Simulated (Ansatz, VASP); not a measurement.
## WS2: VASP beside Ansatz

```
W S
1.0
     1.55020    0.89501    6.56158
    -1.55020    0.89501    6.56158
     0.00000   -1.79001    6.56158
W S
1 2
Direct
  0.99933 0.99933 0.99933
  0.74796 0.74796 0.74796
  0.58401 0.58401 0.58401
```

Change from the starting cell: strain -0.015 along x and y, +0.030 along z, atoms carried along.

Alike in both runs: task single point; functional PBEsol; k mesh 12 × 12 × 12; occupations gaussian, width 0.05 eV; no spin polarisation.

|  | VASP | Ansatz |
| --- | --- | --- |
| version | VASP 6.6.1 | Ansatz 0.2.0 |
| potentials or method | VASP PAW PBE potentials, release 64 (W_sv, S), cutoff 520 eV | scalar-relativistic, plane waves, PAW |
| valence electrons in the cell | 26 | 26 |

Ansatz gave:

| Item | Value |
| --- | --- |
| gap on the k mesh at the Fermi level (eV) | 1.31 |
| least direct gap on the mesh (eV) | 2.24 |
| pressure (GPa) | -0.2 |
| traceless stress, the component that is largest in VASP (GPa) | -5.36 |
| rms of the force components (eV/Å) | 0.271 |

Question: What did VASP give for the same quantities?

Answer: gap on the k mesh at the Fermi level (eV): 1.33; least direct gap on the mesh (eV): 2.25; pressure (GPa): -0.1; traceless stress, the component that is largest in VASP (GPa): -5.36; rms of the force components (eV/Å): 0.261.

VASP's potentials were made for PBE, not for PBEsol. Atom by atom the forces differ by 0.010 eV/Å (rms over components). With one functional, cell and mesh, what is left measures potentials, basis and numerics.

Neither program's run includes spin-orbit coupling.
